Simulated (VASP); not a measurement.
# TePb (P1) in VASP: notebook

Runs on TePb. Level: PBEsol+D4. Tasks: single point.

Program: VASP 6.6.1. These are calculated values, not measurements. Logs are shortened: lines on timing, memory, paths and dates and some standing lists are left out, and cuts for length are marked.

## Step 1: The cell of the first run

The typed cell holds 2 atoms: a = 4.569 Å, b = 4.569 Å, c = 4.569 Å, α = 60.00°, β = 60.00°, γ = 60.00°.

## Step 2: Single point, PBEsol+D4

Contents of INCAR:

```
SYSTEM = TePb
PREC = Accurate ; ENCUT = 520
EDIFF = 1E-6 ; ISMEAR = 0
SIGMA = 0.01 ; LREAL = .False.
LASPH = .True. ; NELM = 60
ALGO = Normal ; ISIF = 2
LWAVE = .False. ; LCHARG = .True.
GGA = PS ; IVDW = 13
LELF = .True. ; LVHAR = .True.
NBANDS = 17
```

Contents of KPOINTS:

```
regular mesh
0
Gamma
  4 4 4
  0 0 0
```

Contents of POSCAR:

```
TePb
1.0
    0.0000000000      3.2310000000      3.2310000000
    3.2310000000      0.0000000000      3.2310000000
    3.2310000000      3.2310000000      0.0000000000
Te Pb
1 1
Direct
    0.4997200000      0.4788200000      0.4975200000
    0.9989700000      0.0036000000      0.0009000000
```

Potentials or basis: VASP PAW PBE potentials, release 64 (Te, Pb_d).

Launch:

```console
cat potpaw_PBE.64/Te/POTCAR potpaw_PBE.64/Pb_d/POTCAR > POTCAR
mpirun -np 1 vasp_std > vasp.out
```

OUTCAR:

```text
SYSTEM = TePb
   PREC = Accurate
   ENCUT = 520
   EDIFF = 1E-6
   ISMEAR = 0
   LREAL = .False.
   LASPH = .True.
   NELM = 60
   ISIF = 2
   GGA = PS
   IVDW = 13

 ion  position               nearest neighbor table
   1  0.500  0.479  0.498-   2 3.14   2 3.15   2 3.22   2 3.24   2 3.31   2 3.32
   2  0.999  0.004  0.001-   1 3.14   1 3.15   1 3.22   1 3.24   1 3.31   1 3.32

  LATTYP: Found a face centered cubic cell.
 ALAT       =     6.4620000000

  Lattice vectors:

 A1 = (   0.0000000000,   3.2310000000,   3.2310000000)
 A2 = (   3.2310000000,   0.0000000000,   3.2310000000)
 A3 = (   3.2310000000,   3.2310000000,   0.0000000000)

Analysis of symmetry for initial positions (statically):
=====================================================================
 Subroutine PRICEL returns:
 Original cell was already a primitive cell.

 Routine SETGRP: Setting up the symmetry group for a
 face centered cubic supercell.

 Subroutine GETGRP returns: Found  1 space group operations
 (whereof  1 operations were pure point group operations)
 out of a pool of 48 trial point group operations.

The static configuration has the point symmetry C_1 .

Analysis of symmetry for dynamics (positions and initial velocities):
=====================================================================
 Subroutine PRICEL returns:
 Original cell was already a primitive cell.

 Routine SETGRP: Setting up the symmetry group for a
 face centered cubic supercell.

 Subroutine GETGRP returns: Found  1 space group operations
 (whereof  1 operations were pure point group operations)
 out of a pool of 48 trial point group operations.

The dynamic configuration has the point symmetry C_1 .

 Subroutine INISYM returns: Found  1 space group operations
 (whereof  1 operations are pure point group operations),
 and found     1 'primitive' translations

----------------------------------------------------------------------------------------

                                     Primitive cell

  volume of cell :      67.4592

  direct lattice vectors                    reciprocal lattice vectors
     0.000000000  3.231000000  3.231000000    -0.154750851  0.154750851  0.154750851
     3.231000000  0.000000000  3.231000000     0.154750851 -0.154750851  0.154750851
     3.231000000  3.231000000  0.000000000     0.154750851  0.154750851 -0.154750851

  length of vectors
     4.569324020  4.569324020  4.569324020     0.268036337  0.268036337  0.268036337

  position of ions in fractional coordinates (direct lattice)
     0.499720000  0.478820000  0.497520000
     0.998970000  0.003600000  0.000900000

  ion indices of the primitive-cell ions
   primitive index   ion index
                 1           1
                 2           2

----------------------------------------------------------------------------------------

 KPOINTS: regular mesh

Automatic generation of k-mesh.
 Grid dimensions read from file:
 generate k-points for:    4    4    4

 Generating k-lattice:

  Cartesian coordinates                     Fractional coordinates (reciprocal lattice)
    -0.038687713  0.038687713  0.038687713     0.250000000  0.000000000  0.000000000
     0.038687713 -0.038687713  0.038687713     0.000000000  0.250000000  0.000000000
     0.038687713  0.038687713 -0.038687713     0.000000000  0.000000000  0.250000000

  Length of vectors
     0.067009084  0.067009084  0.067009084

  Shift w.r.t. Gamma in fractional coordinates (k-lattice)
     0.000000000  0.000000000  0.000000000

 Subroutine IBZKPT returns following result:
 ===========================================

 Found     36 irreducible k-points:

 Following reciprocal coordinates:
            Coordinates               Weight
  0.000000  0.000000  0.000000      1.000000
  0.250000  0.000000  0.000000      2.000000
  0.000000  0.250000  0.000000      2.000000
  0.000000  0.000000  0.250000      2.000000
  0.250000  0.250000  0.250000      2.000000
  0.500000  0.000000  0.000000      1.000000
[... 16 lines left out ...]
  0.250000  0.500000  0.500000      2.000000
  0.500000  0.000000  0.250000      2.000000
 [... further k-points ...]
   k-points           NKPTS =     36   k-points in BZ     NKDIM =     36   number of bands    NBANDS=     17
   number of dos      NEDOS =    301   number of ions     NIONS =      2
   total plane-waves  NPLWV =  46656
   dimension x,y,z NGX =    36 NGY =   36 NGZ =   36
   dimension x,y,z NGXF=    72 NGYF=   72 NGZF=   72
   ions per type =               1   1
   NGX,Y,Z   is equivalent  to a cutoff of  13.10, 13.10, 13.10 a.u.
   NGXF,Y,Z  is equivalent  to a cutoff of  26.20, 26.20, 26.20 a.u.
 SYSTEM =  TePb
   PREC   = accura    normal or accurate (medium, high low for compatibility)
   ISTART =      0    job   : 0-new  1-cont  2-samecut
   ICHARG =      2    charge: 1-file 2-atom 10-const
   ISPIN  =      1    spin polarized calculation?
   LNONCOLLINEAR =      F non collinear calculations
   LSORBIT =      F    spin-orbit coupling
   LASPH  =      T    aspherical Exc in radial PAW
   ENCUT  =  520.0 eV  38.22 Ry    6.18 a.u.   8.50  8.50  8.50*2*pi/ulx,y,z
   NELM   =     60;   NELMIN=  2; NELMDL= -5     # of ELM steps
   EDIFF  = 0.1E-05   stopping-criterion for ELM
   LREAL  =      F    real-space projection
   EDIFFG = 0.1E-04   stopping-criterion for IOM
   NSW    =      0    number of steps for IOM
   IBRION =     -1    ionic relax: 0-MD 1-quasi-New 2-CG
   NFREE  =      0    steps in history (QN), initial steepest desc. (CG)
   ISIF   =      2    stress and relaxation
   ISYM   =      2    0-nonsym 1-usesym 2-fastsym
   POTIM  = 0.5000    time-step for ionic-motion
   TEBEG  =    0.0;   TEEND  =   0.0 temperature during run
   PSTRESS=    0.0 pullay stress
   NELECT =      20.0000    total number of electrons
   NUPDOWN=      -1.0000    fix difference up-down
   EMIN   =  10.00;   EMAX   =-10.00  energy-range for DOS
   EFERMI =   0.00;   METHOD = LEGACY
   ISMEAR =     0;   SIGMA  =   0.01  broadening in eV -4-tet -1-fermi 0-gaus
   EFERMI_NEDOS =   21; number of points for ismear=-14 and -15
   IALGO  =     38    algorithm
   IMIX   =      4    mixing-type and parameters
     AMIX     =   0.40;   BMIX     =  1.00
     AMIX_MAG =   1.60;   BMIX_MAG =  1.00
  volume/ion in A,a.u.               =      33.73       227.62
  Fermi-wavevector in a.u.,A,eV,Ry     =   1.091619  2.062861 16.213147  1.191633
  Thomas-Fermi vector in A             =   2.227868
   LORBIT       =      0    0 simple, 1 ext, 2 COOP (PROOUT), +10 PAW based schemes
   GGA     = PS    functional components
   LHFCALC =     F    Hartree Fock is set to
   AEXX    =    0.0000 exact exchange contribution
   IVDW    =    13    specifies the selected vdW correction
   LEPSILON=     F    determine dielectric tensor
   LRPA    =     F    only Hartree local field effects (RPA)
 non-spin polarized calculation
 Gauss-broadening in eV      SIGMA  =   0.01
  energy-cutoff  :      520.00
  volume of cell :       67.46
 maximum number of plane-waves:      1837
 NGX is ok and might be reduce to    36
   NGX = 17   NGY = 17   NGZ = 17

 number of electron      20.0000001 magnetization

 Free energy of the ion-electron system (eV)
  ---------------------------------------------------
  ext. energy  EPLUGINS =         0.00000000
  ---------------------------------------------------
  free energy    TOTEN  =        -8.25393246 eV

  energy without entropy =       -8.25393246  energy(sigma->0) =       -8.25393246

 E-fermi :   5.5230     XC(G=0):  -9.4710

 val. band max:        5.4525814107   @ k =   0.5000   0.0000   0.0000
 cond. band min:       6.1442901058   @ k =   0.5000   0.0000   0.0000
 fundamental gap:      0.6917086950
 Fermi energy:         5.5229783628

 k-point     1 :       0.0000    0.0000    0.0000
  band No.  band energies     occupation
      1     -11.1654      2.00000
      2     -11.1653      2.00000
      3     -11.1537      2.00000
      4     -11.1528      2.00000
      5     -11.1522      2.00000
      6      -6.5921      2.00000
[... 9 lines left out ...]
     16      11.2913      0.00000
     17      12.6861      0.00000

 k-point     2 :       0.2500    0.0000    0.0000
  band No.  band energies     occupation
      1     -11.1730      2.00000
      2     -11.1724      2.00000
      3     -11.1513      2.00000
      4     -11.1453      2.00000
      5     -11.1440      2.00000
      6      -6.0697      2.00000
[... 9 lines left out ...]
     16      12.3098      0.00000
     17      15.6433      0.00000

 k-point     3 :       0.0000    0.2500    0.0000
  band No.  band energies     occupation
      1     -11.1727      2.00000
      2     -11.1723      2.00000
      3     -11.1519      2.00000
      4     -11.1445      2.00000
      5     -11.1443      2.00000
      6      -6.0743      2.00000
[... 9 lines left out ...]
     16      12.3221      0.00000
     17      15.6372      0.00000

 k-point     4 :       0.0000    0.0000    0.2500
  band No.  band energies     occupation
      1     -11.1730      2.00000
      2     -11.1724      2.00000
      3     -11.1513      2.00000
      4     -11.1452      2.00000
      5     -11.1440      2.00000
      6      -6.0698      2.00000
[... 9 lines left out ...]
     16      12.3103      0.00000
     17      15.6431      0.00000
[... 343 lines left out ...]
      1     -11.2043      2.00000
      2     -11.1662      2.00000
      3     -11.1525      2.00000
      4     -11.1365      2.00000
      5     -11.1315      2.00000
      6      -5.0651      2.00000
[... 9 lines left out ...]
     16      15.0880      0.00000
     17      15.8647      0.00000

 k-point    23 :       0.2500    0.5000    0.5000
  band No.  band energies     occupation
      1     -11.2042      2.00000
      2     -11.1663      2.00000
      3     -11.1537      2.00000
      4     -11.1356      2.00000
      5     -11.1312      2.00000
      6      -5.0611      2.00000
[... 9 lines left out ...]
     16      15.1031      0.00000
     17      15.8924      0.00000

 k-point    24 :       0.5000    0.0000    0.2500
  band No.  band energies     occupation
      1     -11.2044      2.00000
      2     -11.1665      2.00000
      3     -11.1522      2.00000
      4     -11.1358      2.00000
      5     -11.1322      2.00000
      6      -5.0546      2.00000
[... 9 lines left out ...]
     16      15.1048      0.00000
     17      15.8745      0.00000

 [... further k-points ...]

------------------------ aborting loop because EDIFF is reached ----------------------------------------

  DFT-D4 for vdW energy calculation

  Edisp (eV):   -0.50641

  FORCE on cell =-STRESS in cart. coord.  units (eV):
  Direction    XX          YY          ZZ          XY          YZ          ZX
  --------------------------------------------------------------------------------------
  -------------------------------------------------------------------------------------
  Total      -0.52052    -0.66172    -0.55927     0.00238     0.00206     0.02141
  in kB     -12.36244   -15.71603   -13.28284     0.05658     0.04904     0.50852
  external pressure =      -13.79 kB  Pullay stress =        0.00 kB

 VOLUME and BASIS-vectors are now :
 -----------------------------------------------------------------------------
  energy-cutoff  :      520.00
  volume of cell :       67.46
      direct lattice vectors                 reciprocal lattice vectors
     0.000000000  3.231000000  3.231000000    -0.154750851  0.154750851  0.154750851
     3.231000000  0.000000000  3.231000000     0.154750851 -0.154750851  0.154750851
     3.231000000  3.231000000  0.000000000     0.154750851  0.154750851 -0.154750851

 POSITION                                       TOTAL-FORCE (eV/Angst)
 -----------------------------------------------------------------------------------
      3.15455      3.22208      3.16166        -0.015320     -0.001870     -0.013937
      0.01454      3.23058      3.23930         0.015320      0.001870      0.013937
 -----------------------------------------------------------------------------------
    total drift:                               -0.000136      0.000017     -0.000021

  FREE ENERGIE OF THE ION-ELECTRON SYSTEM (eV)
  ---------------------------------------------------
  free  energy   TOTEN  =        -8.7603460641 eV

  energy  without entropy=       -8.7603460641  energy(sigma->0) =       -8.76034606
```

Wall time 30 s (1 thread of Intel Xeon 6975P-C (Granite Rapids), shared host); peak memory 0.22 GiB.

Results:

```yaml
Free_energy: -8.7603 eV
Pressure: -1.4 GPa
Largest_force: 0.021 eV/Å
Band_gap_on_the_k_mesh: 0.69 eV, direct
Dispersion_energy_per_atom: -0.253 eV
```

Forces on the atoms (eV/Å):
```
Te  -0.015 -0.002 -0.014
Pb   0.015  0.002  0.014
```

Levels at points of the mesh, in eV from the valence-band top:
| k point | band 6 | band 7 | band 8 | band 9 | band 10 | band 11 | band 12 | band 13 | band 14 | band 15 |
| --- | --- | --- | --- | --- | --- | --- | --- | --- | --- | --- |
| (0.00, 0.00, 0.00) | -12.04 | -5.60 | -1.35 | -1.32 | -1.32 | 3.98 | 4.00 | 4.08 | 5.76 | 5.83 |
| (0.50, 0.00, 0.00) | -10.60 | -8.60 | -0.92 | -0.91 | 0.00 | 0.69 | 1.30 | 1.32 | 8.27 | 9.19 |
| (0.00, 0.50, 0.00) | -10.62 | -8.57 | -0.93 | -0.88 | -0.06 | 0.73 | 1.26 | 1.31 | 8.22 | 9.24 |
| (0.00, 0.00, 0.50) | -10.60 | -8.60 | -0.92 | -0.91 | 0.00 | 0.69 | 1.30 | 1.32 | 8.27 | 9.19 |
| (0.50, 0.50, 0.50) | -10.63 | -8.56 | -0.92 | -0.88 | -0.07 | 0.74 | 1.26 | 1.30 | 8.21 | 9.24 |
| (0.50, 0.50, 0.00) | -10.35 | -7.33 | -4.49 | -2.80 | -2.79 | 3.17 | 5.49 | 5.51 | 6.70 | 10.12 |
| (0.00, 0.50, 0.50) | -10.35 | -7.34 | -4.49 | -2.80 | -2.79 | 3.18 | 5.49 | 5.50 | 6.70 | 10.12 |
| (0.50, 0.00, 0.50) | -10.36 | -7.30 | -4.52 | -2.82 | -2.77 | 3.14 | 5.49 | 5.55 | 6.68 | 10.12 |

Caveat: the k points lie up to 0.42 Å⁻¹ apart; the PAW data sets were made with another functional, which shifts forces and pressure a little; spin-orbit coupling is left out, which moves the levels of the heavy elements. A k mesh can miss the band edges.

## Step 3: Single point, PBEsol+D4

Contents of INCAR:

```
PREC = Accurate
ENCUT = 520
EDIFF = 1E-6
ISMEAR = 0
SIGMA = 0.01
LREAL = False
LASPH = True
NELM = 100
ALGO = Normal
ISIF = 2
LWAVE = False
LCHARG = True
GGA = PS
IVDW = 13
LELF = True
LVHAR = True
NBANDS = 17
```

Contents of KPOINTS:

```
regular mesh
0
Gamma
  4 4 4
```

Changes to POSCAR since step 2:

```diff
@@ -9,2 +9,2 @@
     0.4997200000      0.4788200000      0.4975200000
-    0.9989700000      0.0036000000      0.0009000000
+    0.9997437543      0.0028262457      0.0016737543
```

Potentials or basis: VASP PAW PBE potentials, release 64 (Te, Pb_d).

Launch:

```console
cat potpaw_PBE.64/Te/POTCAR potpaw_PBE.64/Pb_d/POTCAR > POTCAR
mpirun -np 1 vasp_std > vasp.out
```

Wall time 29 s (1 thread of Intel Xeon 6975P-C (Granite Rapids), shared host); peak memory 0.22 GiB.

Results (log left out):

```yaml
Free_energy: -8.7604 eV
Pressure: -1.4 GPa
Largest_force: 0.021 eV/Å
Band_gap_on_the_k_mesh: 0.69 eV, direct
Dispersion_energy_per_atom: -0.253 eV
```

Forces on the atoms (eV/Å):
```
Te  -0.015 -0.003 -0.014
Pb   0.015  0.003  0.014
```

Stress tensor (GPa, compression positive):
```
-1.24  0.01  0.05
 0.01 -1.57  0.01
 0.05  0.01 -1.33
```

Levels at points of the mesh, in eV from the valence-band top:
```csv
k point,band 8,band 9,band 10,band 11,band 12,band 13
"(0.00, 0.00, 0.00)",-1.35,-1.32,-1.32,3.98,4.00,4.08
"(0.50, 0.00, 0.00)",-0.92,-0.91,0.00,0.69,1.30,1.32
"(0.00, 0.50, 0.00)",-0.93,-0.88,-0.05,0.73,1.26,1.31
"(0.00, 0.00, 0.50)",-0.92,-0.91,0.00,0.69,1.30,1.32
"(0.50, 0.50, 0.50)",-0.92,-0.88,-0.07,0.75,1.25,1.30
"(0.50, 0.50, 0.00)",-4.49,-2.80,-2.79,3.17,5.49,5.51
"(0.00, 0.50, 0.50)",-4.49,-2.80,-2.79,3.18,5.49,5.50
"(0.50, 0.00, 0.50)",-4.52,-2.82,-2.77,3.14,5.49,5.55
```

Caveat: the k points lie up to 0.42 Å⁻¹ apart; the PAW data sets were made with another functional, which shifts forces and pressure a little; spin-orbit coupling is left out, which moves the levels of the heavy elements.

(Continued in part 2 of 2.)
